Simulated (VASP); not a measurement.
# Bi (R-3m) in VASP: relaxation of cell and atoms with PBE+D3(BJ)

Aim: the relaxation of cell and atoms of Bi with PBE+D3(BJ).

All numbers are computed with VASP 6.6.1; they aren't measurements. Logs are shortened: lines on timing, memory, paths and dates and some standing lists are left out, and cuts for length are marked.

### Step 1. The cell of the first run

The structure is trigonal, space group R-3m (No. 166). The conventional cell has a = 4.527 Å, b = 4.527 Å, c = 11.785 Å, α = 90.00°, β = 90.00°, γ = 120.00°. Within 4.0 Å of Bi (site symmetry 3m) lie 6 Bi at 3.07 to 3.49 Å.

### Step 2. Relaxation of cell and atoms, PBE+D3(BJ)

Input file INCAR:

```
SYSTEM = Bi
  ALGO = Fast
  EDIFF = 1E-6
  EDIFFG = -0.005
  ENCUT = 600
  GGA = PE
  IBRION = 2
  ISIF = 3
  ISMEAR = 0
  IVDW = 12
  LASPH = .True.
  LCHARG = .False.
  LREAL = .False.
  LWAVE = .False.
  NELM = 100
  NSW = 100
  PREC = Accurate
  SIGMA = 0.1
```

Input file KPOINTS:

```
k-points
0
Gamma
  12 12 12
  0 0 0
```

Input file POSCAR:

```
Bi
1.0
    2.2636646297      1.3069273833      3.9284265242
   -2.2636646297      1.3069273833      3.9284265242
    0.0000000000     -2.6138547666      3.9284265242
Bi
2
Direct
    0.2353056453      0.2353056453      0.2353056453
    0.7646943547      0.7646943547      0.7646943547
```

Potentials or basis: VASP PAW PBE potentials, release 64 (Bi_d).

Run with:

```
$ cat potpaw_PBE.64/Bi_d/POTCAR > POTCAR
$ mpirun -np 1 vasp_std > vasp.out
```

OUTCAR:

```text
SYSTEM = Bi
   EDIFF = 1E-6
   EDIFFG = -0.005
   ENCUT = 600
   GGA = PE
   IBRION = 2
   ISIF = 3
   ISMEAR = 0
   IVDW = 12
   LASPH = .True.
   LREAL = .False.
   NELM = 100
   NSW = 100
   PREC = Accurate
 IVDW          = 12

 ion  position               nearest neighbor table
   1  0.235  0.235  0.235-   2 3.07   2 3.07   2 3.07   2 3.49   2 3.49   2 3.49
   2  0.765  0.765  0.765-   1 3.07   1 3.07   1 3.07   1 3.49   1 3.49   1 3.49

  LATTYP: Found a trigonal (rhomboedric) cell.
 ALAT       =     4.7185561030
 COS(alpha) =     0.5397053583

  Lattice vectors:

 A1 = (   2.2636646297,   1.3069273833,   3.9284265242)
 A2 = (  -2.2636646297,   1.3069273833,   3.9284265242)
 A3 = (   0.0000000000,  -2.6138547666,   3.9284265242)

Analysis of symmetry for initial positions (statically):
=====================================================================
 Subroutine PRICEL returns:
 Original cell was already a primitive cell.

 Routine SETGRP: Setting up the symmetry group for a
 trigonal (rhombohedral) supercell.

 Subroutine GETGRP returns: Found 12 space group operations
 (whereof 12 operations were pure point group operations)
 out of a pool of 12 trial point group operations.

The static configuration has the point symmetry D_3d.

Analysis of symmetry for dynamics (positions and initial velocities):
=====================================================================
 Subroutine PRICEL returns:
 Original cell was already a primitive cell.

 Routine SETGRP: Setting up the symmetry group for a
 trigonal (rhombohedral) supercell.

 Subroutine GETGRP returns: Found 12 space group operations
 (whereof 12 operations were pure point group operations)
 out of a pool of 12 trial point group operations.

The dynamic configuration has the point symmetry D_3d.

 Subroutine INISYM returns: Found 12 space group operations
 (whereof 12 operations are pure point group operations),
 and found     1 'primitive' translations

----------------------------------------------------------------------------------------

                                     Primitive cell

  volume of cell :      69.7322

  direct lattice vectors                    reciprocal lattice vectors
     2.263664630  1.306927383  3.928426524     0.220880776  0.127525575  0.084851615
    -2.263664630  1.306927383  3.928426524    -0.220880776  0.127525575  0.084851615
     0.000000000 -2.613854767  3.928426524     0.000000000 -0.255051151  0.084851615

  length of vectors
     4.718556103  4.718556103  4.718556103     0.268795249  0.268795249  0.268795249

  position of ions in fractional coordinates (direct lattice)
     0.235305645  0.235305645  0.235305645
     0.764694355  0.764694355  0.764694355

  ion indices of the primitive-cell ions
   primitive index   ion index
                 1           1
                 2           2

----------------------------------------------------------------------------------------

 KPOINTS: k-points

Automatic generation of k-mesh.
 Grid dimensions read from file:
 generate k-points for:   12   12   12

 Generating k-lattice:

  Cartesian coordinates                     Fractional coordinates (reciprocal lattice)
     0.018406731  0.010627131  0.007070968     0.083333333  0.000000000 -0.000000000
    -0.018406731  0.010627131  0.007070968     0.000000000  0.083333333 -0.000000000
     0.000000000 -0.021254263  0.007070968    -0.000000000 -0.000000000  0.083333333

  Length of vectors
     0.022399604  0.022399604  0.022399604

  Shift w.r.t. Gamma in fractional coordinates (k-lattice)
     0.000000000  0.000000000  0.000000000

 Subroutine IBZKPT returns following result:
 ===========================================

 Found    189 irreducible k-points:

 Following reciprocal coordinates:
            Coordinates               Weight
  0.000000  0.000000  0.000000      1.000000
  0.083333  0.000000  0.000000      6.000000
  0.166667  0.000000  0.000000      6.000000
  0.250000  0.000000 -0.000000      6.000000
  0.333333  0.000000  0.000000      6.000000
  0.416667  0.000000  0.000000      6.000000
[... 16 lines left out ...]
  0.500000  0.166667 -0.000000     12.000000
 -0.416667  0.166667  0.000000     12.000000
 [... further k-points ...]
   k-points           NKPTS =    189   k-points in BZ     NKDIM =    189   number of bands    NBANDS=     19
   number of dos      NEDOS =    301   number of ions     NIONS =      2
   total plane-waves  NPLWV =  64000
   dimension x,y,z NGX =    40 NGY =   40 NGZ =   40
   dimension x,y,z NGXF=    80 NGYF=   80 NGZF=   80
   ions per type =               2
   NGX,Y,Z   is equivalent  to a cutoff of  14.09, 14.09, 14.09 a.u.
   NGXF,Y,Z  is equivalent  to a cutoff of  28.19, 28.19, 28.19 a.u.
 SYSTEM =  Bi
   PREC   = accura    normal or accurate (medium, high low for compatibility)
   ISTART =      0    job   : 0-new  1-cont  2-samecut
   ICHARG =      2    charge: 1-file 2-atom 10-const
   ISPIN  =      1    spin polarized calculation?
   LNONCOLLINEAR =      F non collinear calculations
   LSORBIT =      F    spin-orbit coupling
   LASPH  =      T    aspherical Exc in radial PAW
   ENCUT  =  600.0 eV  44.10 Ry    6.64 a.u.   9.42  9.42  9.42*2*pi/ulx,y,z
   NELM   =    100;   NELMIN=  2; NELMDL= -5     # of ELM steps
   EDIFF  = 0.1E-05   stopping-criterion for ELM
   LREAL  =      F    real-space projection
   EDIFFG = -.5E-02   stopping-criterion for IOM
   NSW    =    100    number of steps for IOM
   IBRION =      2    ionic relax: 0-MD 1-quasi-New 2-CG
   NFREE  =      1    steps in history (QN), initial steepest desc. (CG)
   ISIF   =      3    stress and relaxation
   ISYM   =      2    0-nonsym 1-usesym 2-fastsym
   POTIM  = 0.5000    time-step for ionic-motion
   TEBEG  =    0.0;   TEEND  =   0.0 temperature during run
   PSTRESS=    0.0 pullay stress
   NELECT =      30.0000    total number of electrons
   NUPDOWN=      -1.0000    fix difference up-down
   EMIN   =  10.00;   EMAX   =-10.00  energy-range for DOS
   EFERMI =   0.00;   METHOD = LEGACY
   ISMEAR =     0;   SIGMA  =   0.10  broadening in eV -4-tet -1-fermi 0-gaus
   EFERMI_NEDOS =   21; number of points for ismear=-14 and -15
   IALGO  =     68    algorithm
   IMIX   =      4    mixing-type and parameters
     AMIX     =   0.40;   BMIX     =  1.00
     AMIX_MAG =   1.60;   BMIX_MAG =  1.00
  volume/ion in A,a.u.               =      34.87       235.29
  Fermi-wavevector in a.u.,A,eV,Ry     =   1.235864  2.335445 20.781001  1.527360
  Thomas-Fermi vector in A             =   2.370496
   LORBIT       =      0    0 simple, 1 ext, 2 COOP (PROOUT), +10 PAW based schemes
   GGA     = PE    functional components
   LHFCALC =     F    Hartree Fock is set to
   AEXX    =    0.0000 exact exchange contribution
   IVDW    =    12    specifies the selected vdW correction
   LEPSILON=     F    determine dielectric tensor
   LRPA    =     F    only Hartree local field effects (RPA)
 conjugate gradient relaxation of ions
 non-spin polarized calculation
 RMM-DIIS sequential band-by-band and
 Gauss-broadening in eV      SIGMA  =   0.10
  energy-cutoff  :      600.00
  volume of cell :       69.73
 maximum number of plane-waves:      2357
 NGX is ok and might be reduce to    40
   NGX = 19   NGY = 19   NGZ = 19

--------------------------------------- Ionic step        1  -------------------------------------------

 number of electron      30.0000002 magnetization

 Free energy of the ion-electron system (eV)
  ---------------------------------------------------
  ext. energy  EPLUGINS =         0.00000000
  ---------------------------------------------------
  free energy    TOTEN  =        -7.75125924 eV

  energy without entropy =       -7.75009396  energy(sigma->0) =       -7.75067660

------------------------ aborting loop because EDIFF is reached ----------------------------------------

 Edisp (eV)   -0.91576

 E8    (eV) :    -0.4550

  FORCE on cell =-STRESS in cart. coord.  units (eV):
  Direction    XX          YY          ZZ          XY          YZ          ZX
  --------------------------------------------------------------------------------------
  -------------------------------------------------------------------------------------
  Total       0.08011     0.08011     0.03161     0.00000     0.00000     0.00000
  in kB       1.84059     1.84059     0.72624     0.00000     0.00000     0.00000
  external pressure =        1.47 kB  Pullay stress =        0.00 kB
[... 97 lines left out ...]
  FREE ENERGIE OF THE ION-ELECTRON SYSTEM (eV)
  ---------------------------------------------------
  free  energy   TOTEN  =        -8.6677843439 eV

  energy  without entropy=       -8.6665895440  energy(sigma->0) =       -8.66718694

[... ionic steps 4 to 10 ...]

--------------------------------------- Ionic step       11  -------------------------------------------

 number of electron      30.0000004 magnetization

------------------------ aborting loop because EDIFF is reached ----------------------------------------

 Edisp (eV)   -0.92338

 E8    (eV) :    -0.4588
[... 69 lines left out ...]
  energy  without entropy=       -8.6686536947  energy(sigma->0) =       -8.66923673

--------------------------------------- Ionic step       13  -------------------------------------------

 number of electron      30.0000004 magnetization

 Free energy of the ion-electron system (eV)
  ---------------------------------------------------
  ext. energy  EPLUGINS =         0.00000000
  ---------------------------------------------------
  free energy    TOTEN  =        -7.74623976 eV

  energy without entropy =       -7.74507277  energy(sigma->0) =       -7.74565626

 E-fermi :   6.5238     XC(G=0):  -9.6234

 val. band max:        6.5122106903   @ k =   0.4167   0.0833   0.0833
 cond. band min:       6.6142301444   @ k =   0.4167   0.0000   0.0000
 fundamental gap:      0.1020194541
 Fermi energy:         6.5237613081

 k-point     1 :       0.0000    0.0000    0.0000
  band No.  band energies     occupation
      1     -16.4166      2.00000
      2     -16.4166      2.00000
      3     -16.2635      2.00000
      4     -16.2635      2.00000
      5     -16.2537      2.00000
      6     -16.0764      2.00000
[... 11 lines left out ...]
     18       9.5725      0.00000
     19      12.0430      0.00000
[... 489 lines left out ...]
      3     -16.2153      2.00000
      4     -16.1982      2.00000
      5     -16.1779      2.00000
      6     -16.1629      2.00000
[... 11 lines left out ...]
     18       9.8003      0.00000
     19      13.3795      0.00000

 [... further k-points ...]

------------------------ aborting loop because EDIFF is reached ----------------------------------------

 Edisp (eV)   -0.92359

 E8    (eV) :    -0.4589

  FORCE on cell =-STRESS in cart. coord.  units (eV):
  Direction    XX          YY          ZZ          XY          YZ          ZX
  --------------------------------------------------------------------------------------
  -------------------------------------------------------------------------------------
  Total      -0.00371    -0.00371    -0.00198     0.00000     0.00000     0.00000
  in kB      -0.08601    -0.08601    -0.04576     0.00000     0.00000     0.00000
  external pressure =       -0.07 kB  Pullay stress =        0.00 kB
[... 17 lines left out ...]
  FREE ENERGIE OF THE ION-ELECTRON SYSTEM (eV)
  ---------------------------------------------------
  free  energy   TOTEN  =        -8.6698255031 eV

  energy  without entropy=       -8.6686585180  energy(sigma->0) =       -8.66924201

 reached required accuracy - stopping structural energy minimisation
```

It took 15 min on 1 thread of Intel Xeon 6975P-C (Granite Rapids), shared host; peak memory 0.45 GiB.

Results:

```
Free energy                           : -8.6698 eV
Relaxed volume                        : 34.58 Å³/atom
Relaxed cell                          : a = 4.685 Å, b = 4.685 Å, c = 4.685 Å, α = 57.88°, β = 57.88°, γ = 57.88°
Space group after relaxing (to 0.1 Å) : R-3m (No. 166)
Energy gained by relaxing             : 1.4 meV/atom
Ionic steps                           : 13
Pressure after relaxing               : 0.0 GPa
Band gap on the k mesh                : zero (bands 15 and 16 overlap by 0.19 eV)
Dispersion energy per atom            : -0.462 eV
```

Forces on the atoms (eV/Å):
```
Bi   0.000  0.000  0.003
Bi   0.000  0.000 -0.003
```

Step by step:
```tsv
step	energy change (eV)	largest force (eV/Å)	pressure (GPa)	volume (Å³)
1	0.0000	0.1198	0.15	69.73
2	-0.0008	0.0538	-0.29	70.06
3	-0.0008	0.0477	-0.35	70.08
4	-0.0015	0.0244	-0.39	69.92
5	-0.0024	0.0267	-0.19	69.42
6	-0.0027	0.0056	0.01	69.16
7	-0.0027	0.0089	0.03	69.12
8	-0.0027	0.0044	0.03	69.13
9	-0.0028	0.0062	-0.03	69.18
10	-0.0028	0.0089	0.00	69.17
11	-0.0028	0.0068	-0.01	69.17
12	-0.0028	0.0065	-0.01	69.17
13	-0.0028	0.0029	-0.01	69.16
```

Final structure:
```
Bi
1.0
     2.26677    1.30872    3.88531
    -2.26677    1.30872    3.88531
     0.00000   -2.61744    3.88531
Bi
2
Direct
  0.23711 0.23711 0.23711
  0.76289 0.76289 0.76289
```

Levels at points of the mesh, in eV from the Fermi level:
| k point | band 11 | band 12 | band 13 | band 14 | band 15 | band 16 | band 17 | band 18 | band 19 |
| --- | --- | --- | --- | --- | --- | --- | --- | --- | --- |
| (0.00, 0.00, 0.00) | -13.15 | -7.41 | -1.50 | -1.23 | -1.23 | 2.75 | 3.05 | 3.05 | 5.52 |
| (0.50, 0.00, 0.00) | -11.14 | -10.62 | -1.13 | -1.00 | -0.26 | -0.25 | 0.38 | 0.79 | 7.73 |
| (0.50, 0.50, 0.00) | -11.27 | -9.41 | -4.83 | -3.10 | -2.97 | 2.47 | 5.02 | 5.37 | 6.94 |
| (0.50, 0.50, 0.50) | -11.72 | -10.14 | -0.81 | -0.52 | -0.52 | 0.52 | 0.52 | 0.57 | 7.29 |

Caveat: spin-orbit coupling is left out, which moves the levels of the heavy elements.
